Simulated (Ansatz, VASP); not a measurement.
**BN in VASP and in Ansatz**

```xyz
2
Lattice="0.0000 1.8130 1.8130 1.8130 0.0000 1.8130 1.8130 1.8130 0.0000" Properties=species:S:1:pos:R:3 pbc="T T T"
N     0.9065    0.9065    0.9065
B     0.0000    0.0000    0.0000
```

Alike in both runs: task single point; functional HSE06; k mesh 8 × 8 × 8; occupations fermi-dirac, width 0.05 eV; no spin polarisation.

```csv
,VASP,Ansatz
version,VASP 6.6.1,Ansatz 0.2.0
potentials or method,"VASP PAW PBE potentials, release 64 (N, B), cutoff 520 eV",all-electron PAW datasets made for the crystal
```

VASP gave:

* gap on the k mesh at the Fermi level (eV): 5.76
* least direct gap on the mesh (eV): 10.50
* pressure (GPa): -9.1

Q: What did Ansatz give for the same quantities?

A: gap on the k mesh at the Fermi level (eV): 5.77; least direct gap on the mesh (eV): 10.52; pressure (GPa): -9.5.

Ansatz ran all-electron here, and VASP with PAW potentials.
